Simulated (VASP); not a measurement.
# Nb (Pm-3m) in VASP: notebook

The runs below take Nb through single point, with BLYP.

Everything below comes from runs of VASP 6.6.1. Logs are shortened: lines on timing, memory, paths and dates and some standing lists are left out, and cuts for length are marked.

## Step 1: The cell of the first run

Symmetry: Pm-3m, No. 221, cubic system. Conventional cell: a = 2.647 Å, b = 2.647 Å, c = 2.647 Å, α = 90.00°, β = 90.00°, γ = 90.00°. Within 3.5 Å of Nb (site symmetry m-3m) lie 6 Nb at 2.65 Å.

## Step 2: Single point, BLYP (volume scaled by 0.88)

Contents of INCAR:

```
AGGAC    = 1.0          
AGGAX    = 1.0          
ALDAC    = 0.0          
ALDAX    = 1.0          
ALGO     = Normal         # electronic algorithm
EDIFF    = 1E-7           # SCF threshold, eV
ENCUT    = 520            # plane-wave cutoff, eV
GGA      = B5             # functional
ISIF     = 2              # what is computed and relaxed
ISMEAR   = -1             # smearing method
LASPH    = True           # aspherical terms in the spheres
LCHARG   = False          # write CHGCAR
LREAL    = False          # projectors in reciprocal space
LWAVE    = False          # write WAVECAR
NBANDS   = 12             # bands
NELM     = 100            # most SCF steps
PREC     = Accurate       # precision mode
SIGMA    = 0.1            # smearing width, eV
```

Contents of KPOINTS:

```
k-points
0
Gamma
  13 13 13
```

Contents of POSCAR:

```
Nb
1.0
    2.6466720758      0.0000000000      0.0000000000
    0.0000000000      2.6466720758      0.0000000000
    0.0000000000      0.0000000000      2.6466720758
Nb
1
Direct
    0.0000000000      0.0000000000      0.0000000000
```

Potentials or basis: VASP PAW PBE potentials, release 64 (Nb_sv).

Run with:

```console
> cat potpaw_PBE.64/Nb_sv/POTCAR > POTCAR
> mpirun -np 1 vasp_std > vasp.out
```

OUTCAR:

```text
EDIFF = 1E-7
   ENCUT = 520
   GGA = B5
   ISIF = 2
   ISMEAR = -1
   LASPH = True
   LREAL = False
   NELM = 100
   PREC = Accurate

 ion  position               nearest neighbor table
   1  0.000  0.000  0.000-

  LATTYP: Found a simple cubic cell.
 ALAT       =     2.6466720758

  Lattice vectors:

 A1 = (   2.6466720758,   0.0000000000,   0.0000000000)
 A2 = (   0.0000000000,   2.6466720758,   0.0000000000)
 A3 = (   0.0000000000,   0.0000000000,   2.6466720758)

Analysis of symmetry for initial positions (statically):
=====================================================================
 Subroutine PRICEL returns:
 Original cell was already a primitive cell.

 Routine SETGRP: Setting up the symmetry group for a
 simple cubic supercell.

 Subroutine GETGRP returns: Found 48 space group operations
[... 9 lines left out ...]

 Routine SETGRP: Setting up the symmetry group for a
 simple cubic supercell.

 Subroutine GETGRP returns: Found 48 space group operations
[... 11 lines left out ...]
                                     Primitive cell

  volume of cell :      18.5396

  direct lattice vectors                    reciprocal lattice vectors
     2.646672076  0.000000000  0.000000000     0.377832981  0.000000000  0.000000000
     0.000000000  2.646672076  0.000000000     0.000000000  0.377832981  0.000000000
     0.000000000  0.000000000  2.646672076     0.000000000  0.000000000  0.377832981

  length of vectors
     2.646672076  2.646672076  2.646672076     0.377832981  0.377832981  0.377832981

  position of ions in fractional coordinates (direct lattice)
     0.000000000  0.000000000  0.000000000

  ion indices of the primitive-cell ions
   primitive index   ion index
                 1           1

----------------------------------------------------------------------------------------

 KPOINTS: k-points

Automatic generation of k-mesh.
 Grid dimensions read from file:
 generate k-points for:   13   13   13

 Generating k-lattice:

  Cartesian coordinates                     Fractional coordinates (reciprocal lattice)
     0.029064075  0.000000000  0.000000000     0.076923077  0.000000000  0.000000000
     0.000000000  0.029064075  0.000000000     0.000000000  0.076923077  0.000000000
     0.000000000  0.000000000  0.029064075     0.000000000  0.000000000  0.076923077

  Length of vectors
     0.029064075  0.029064075  0.029064075

  Shift w.r.t. Gamma in fractional coordinates (k-lattice)
     0.000000000  0.000000000  0.000000000

 Subroutine IBZKPT returns following result:
 ===========================================

 Found     84 irreducible k-points:

 Following reciprocal coordinates:
            Coordinates               Weight
  0.000000  0.000000  0.000000      1.000000
  0.076923  0.000000  0.000000      6.000000
  0.153846  0.000000  0.000000      6.000000
  0.230769  0.000000  0.000000      6.000000
  0.307692  0.000000  0.000000      6.000000
  0.384615  0.000000  0.000000      6.000000
[... 16 lines left out ...]
  0.307692  0.307692  0.000000     12.000000
  0.384615  0.307692  0.000000     24.000000
 [... further k-points ...]
   k-points           NKPTS =     84   k-points in BZ     NKDIM =     84   number of bands    NBANDS=     12
   number of dos      NEDOS =    301   number of ions     NIONS =      1
   total plane-waves  NPLWV =   8000
   dimension x,y,z NGX =    20 NGY =   20 NGZ =   20
   dimension x,y,z NGXF=    40 NGYF=   40 NGZF=   40
   ions per type =               1
   NGX,Y,Z   is equivalent  to a cutoff of  12.56, 12.56, 12.56 a.u.
   NGXF,Y,Z  is equivalent  to a cutoff of  25.13, 25.13, 25.13 a.u.
 SYSTEM =  unknown system
   PREC   = accura    normal or accurate (medium, high low for compatibility)
   ISTART =      0    job   : 0-new  1-cont  2-samecut
   ICHARG =      2    charge: 1-file 2-atom 10-const
   ISPIN  =      1    spin polarized calculation?
   LNONCOLLINEAR =      F non collinear calculations
   LSORBIT =      F    spin-orbit coupling
   LASPH  =      T    aspherical Exc in radial PAW
   ENCUT  =  520.0 eV  38.22 Ry    6.18 a.u.   4.92  4.92  4.92*2*pi/ulx,y,z
   NELM   =    100;   NELMIN=  2; NELMDL= -5     # of ELM steps
   EDIFF  = 0.1E-06   stopping-criterion for ELM
   LREAL  =      F    real-space projection
   EDIFFG = 0.1E-05   stopping-criterion for IOM
   NSW    =      0    number of steps for IOM
   IBRION =     -1    ionic relax: 0-MD 1-quasi-New 2-CG
   NFREE  =      0    steps in history (QN), initial steepest desc. (CG)
   ISIF   =      2    stress and relaxation
   ISYM   =      2    0-nonsym 1-usesym 2-fastsym
   POTIM  = 0.5000    time-step for ionic-motion
   TEBEG  =    0.0;   TEEND  =   0.0 temperature during run
   PSTRESS=    0.0 pullay stress
   NELECT =      13.0000    total number of electrons
   NUPDOWN=      -1.0000    fix difference up-down
   EMIN   =  10.00;   EMAX   =-10.00  energy-range for DOS
   EFERMI =   0.00;   METHOD = LEGACY
   ISMEAR =    -1;   SIGMA  =   0.10  broadening in eV -4-tet -1-fermi 0-gaus
   EFERMI_NEDOS =   21; number of points for ismear=-14 and -15
   IALGO  =     38    algorithm
   IMIX   =      4    mixing-type and parameters
     AMIX     =   0.40;   BMIX     =  1.00
     AMIX_MAG =   1.60;   BMIX_MAG =  1.00
  volume/ion in A,a.u.               =      18.54       125.11
  Fermi-wavevector in a.u.,A,eV,Ry     =   1.454418  2.748451 28.780823  2.115331
  Thomas-Fermi vector in A             =   2.571571
   LORBIT       =      0    0 simple, 1 ext, 2 COOP (PROOUT), +10 PAW based schemes
   GGA     = B5    functional components
   LHFCALC =     F    Hartree Fock is set to
   AEXX    =    0.0000 exact exchange contribution
   IVDW    =     0    specifies the selected vdW correction
   LEPSILON=     F    determine dielectric tensor
   LRPA    =     F    only Hartree local field effects (RPA)
 non-spin polarized calculation
  energy-cutoff  :      520.00
  volume of cell :       18.54
 maximum number of plane-waves:       513
 NGX is ok and might be reduce to    20
   NGX =  9   NGY =  9   NGZ =  9

 number of electron      13.0000002 magnetization

 Free energy of the ion-electron system (eV)
  ---------------------------------------------------
  ext. energy  EPLUGINS =         0.00000000
  ---------------------------------------------------
  free energy    TOTEN  =        -7.94099583 eV

  energy without entropy =       -7.91148514  energy(sigma->0) =       -7.92624049

 E-fermi :  11.4916     XC(G=0): -11.5890

 val. band max:       11.4834800658   @ k =   0.4615   0.0769   0.0000
 cond. band min:      11.5850420830   @ k =   0.4615   0.4615   0.1538
 fundamental gap:      0.1015620172
 Fermi energy:        11.4916388788

 k-point     1 :       0.0000    0.0000    0.0000
  band No.  band energies     occupation
      1     -43.0982      2.00000
      2     -18.2999      2.00000
      3     -18.2999      2.00000
      4     -18.2999      2.00000
      5       5.8762      2.00000
      6       8.2881      2.00000
      7       8.2881      2.00000
      8      16.9545      0.00000
      9      16.9545      0.00000
     10      16.9545      0.00000
     11      26.9042      0.00000
     12      26.9042      0.00000

 k-point     2 :       0.0769    0.0000    0.0000
  band No.  band energies     occupation
      1     -43.0841      2.00000
      2     -18.4143      2.00000
      3     -18.2902      2.00000
      4     -18.2902      2.00000
      5       6.0595      2.00000
      6       8.3371      2.00000
      7       8.5081      2.00000
      8      16.6550      0.00000
      9      16.6550      0.00000
     10      16.9754      0.00000
     11      26.0580      0.00000
     12      27.2961      0.00000

 k-point     3 :       0.1538    0.0000    0.0000
  band No.  band energies     occupation
      1     -43.0447      2.00000
      2     -18.7236      2.00000
      3     -18.2632      2.00000
      4     -18.2632      2.00000
      5       6.5344      2.00000
      6       8.4763      2.00000
      7       9.1721      2.00000
      8      15.9217      0.00000
      9      15.9217      0.00000
     10      17.0337      0.00000
     11      24.3896      0.00000
     12      28.2819      0.00000

 k-point     4 :       0.2308    0.0000    0.0000
  band No.  band energies     occupation
      1     -42.9885      2.00000
      2     -19.1420      2.00000
      3     -18.2249      2.00000
      4     -18.2249      2.00000
      5       7.1570      2.00000
      6       8.6820      2.00000
      7      10.2069      1.99999
      8      15.0523      0.00000
      9      15.0523      0.00000
     10      17.1173      0.00000
     11      22.8028      0.00000
     12      28.4839      0.00000

 k-point     5 :       0.3077    0.0000    0.0000
  band No.  band energies     occupation
      1     -42.9280      2.00000
      2     -19.5664      2.00000
      3     -18.1839      2.00000
      4     -18.1839      2.00000
      5       7.8270      2.00000
      6       8.9139      2.00000
      7      11.3256      1.68055
      8      14.2655      0.00000
      9      14.2655      0.00000
     10      17.2078      0.00000
     11      21.7598      0.00000
     12      26.9259      0.00000

 k-point     6 :       0.3846    0.0000    0.0000
  band No.  band energies     occupation
      1     -42.8771      2.00000
      2     -19.9045      2.00000
      3     -18.1497      2.00000
      4     -18.1497      2.00000
      5       8.4554      2.00000
      6       9.1183      2.00000
      7      12.0950      0.00478
      8      13.6867      0.00000
      9      13.6867      0.00000
     10      17.2844      0.00000
     11      21.5646      0.00000
     12      25.8302      0.00000

 k-point     7 :       0.4615    0.0000    0.0000
  band No.  band energies     occupation
      1     -42.8481      2.00000
      2     -20.0906      2.00000
      3     -18.1303      2.00000
      4     -18.1303      2.00000
      5       8.8752      2.00000
      6       9.2393      2.00000
      7      12.3539      0.00036
      8      13.3826      0.00000
      9      13.3826      0.00000
     10      17.3283      0.00000
     11      21.9640      0.00000
     12      25.2617      0.00000

 k-point     8 :       0.0769    0.0769    0.0000
  band No.  band energies     occupation
      1     -43.0700      2.00000
      2     -18.4105      2.00000
      3     -18.3979      2.00000
      4     -18.2805      2.00000
      5       6.2439      2.00000
      6       8.4732      2.00000
      7       8.6372      2.00000
      8      16.3425      0.00000
      9      16.6118      0.00000
     10      16.7470      0.00000
     11      26.3476      0.00000
     12      26.5117      0.00000
[... 166 lines left out ...]
 k-point    20 :       0.3077    0.2308    0.0000
  band No.  band energies     occupation
      1     -42.8211      2.00000
      2     -19.4604      2.00000
      3     -18.9904      2.00000
      4     -18.1120      2.00000
      5       8.5961      2.00000
      6       9.7182      2.00000
      7      11.8586      0.04973
      8      13.8725      0.00000
      9      14.5254      0.00000
     10      15.5052      0.00000
     11      22.9469      0.00000
     12      26.0812      0.00000

 k-point    21 :       0.3846    0.2308    0.0000
  band No.  band energies     occupation
      1     -42.7711      2.00000
      2     -19.7902      2.00000
      3     -18.9467      2.00000
      4     -18.0787      2.00000
      5       8.8887      2.00000
      6       9.6123      2.00000
      7      11.9619      0.01798
      8      13.9835      0.00000
      9      15.0801      0.00000
     10      15.6066      0.00000
     11      22.0390      0.00000
     12      26.9973      0.00000

 k-point    22 :       0.4615    0.2308    0.0000
  band No.  band energies     occupation
      1     -42.7426      2.00000
      2     -19.9720      2.00000
      3     -18.9216      2.00000
      4     -18.0598      2.00000
      5       8.9879      2.00000
      6       9.5833      2.00000
      7      11.9775      0.01540
      8      13.6926      0.00000
      9      15.6711      0.00000
     10      15.9670      0.00000
     11      21.6757      0.00000
     12      27.4746      0.00000

 k-point    23 :       0.3077    0.3077    0.0000
  band No.  band energies     occupation
      1     -42.7621      2.00000
      2     -19.4227      2.00000
      3     -19.3779      2.00000
      4     -18.0727      2.00000
      5       8.5842      2.00000
      6       9.5870      2.00000
      7      13.1626      0.00000
      8      14.2400      0.00000
      9      14.5675      0.00000
     10      14.8800      0.00000
     11      22.6523      0.00000
     12      25.6981      0.00000

 k-point    24 :       0.3846    0.3077    0.0000
  band No.  band energies     occupation
      1     -42.7126      2.00000
      2     -19.7274      2.00000
      3     -19.3503      2.00000
      4     -18.0399      2.00000
      5       8.2805      2.00000
      6       9.7187      2.00000
      7      13.7100      0.00000
      8      14.1512      0.00000
      9      14.8803      0.00000
     10      15.5432      0.00000
     11      21.8492      0.00000
     12      26.3168      0.00000

 [... further k-points ...]
[... 5 lines left out ...]
  --------------------------------------------------------------------------------------
  -------------------------------------------------------------------------------------
  Total        2.2090566      2.2090566      2.2090566      0.0000000      0.0000000     -0.0000000
  in kB      190.9048769    190.9048769    190.9048769      0.0000000      0.0000000     -0.0000000
  external PRESSURE =     190.9048769 kB  Pullay stress =       0.0000000 kB

 VOLUME and BASIS-vectors are now :
 -----------------------------------------------------------------------------
  energy-cutoff  :      520.00
  volume of cell :       18.54
      direct lattice vectors                 reciprocal lattice vectors
     2.646672076  0.000000000  0.000000000     0.377832981  0.000000000  0.000000000
     0.000000000  2.646672076  0.000000000     0.000000000  0.377832981  0.000000000
     0.000000000  0.000000000  2.646672076     0.000000000  0.000000000  0.377832981

 POSITION                                       TOTAL-FORCE (eV/Angst)
 -----------------------------------------------------------------------------------
      0.00000      0.00000      0.00000         0.000000      0.000000      0.000000
 -----------------------------------------------------------------------------------
    total drift:                               -0.000000     -0.000000     -0.000000

  FREE ENERGIE OF THE ION-ELECTRON SYSTEM (eV)
  ---------------------------------------------------
  free  energy   TOTEN  =        -7.9409958282 eV

  energy  without entropy=       -7.9114851431  energy(sigma->0) =       -7.92624049
```

It took 19 s on 1 thread of AMD EPYC 7R43 (Zen 3), shared host; peak memory 0.1 GiB.

Results:

```
Free energy : -7.9410 eV
Pressure    : 19.1 GPa
```

Levels at points of the mesh, in eV from the Fermi level:
| k point | band 3 | band 4 | band 5 | band 6 | band 7 | band 8 | band 9 | band 10 | band 11 | band 12 |
| --- | --- | --- | --- | --- | --- | --- | --- | --- | --- | --- |
| (0.00, 0.00, 0.00) | -29.79 | -29.79 | -5.62 | -3.20 | -3.20 | 5.46 | 5.46 | 5.46 | 15.41 | 15.41 |

Caveat: the PAW data sets were made with another functional, which shifts forces and pressure a little.

(Part 1 of 3 ends here.)
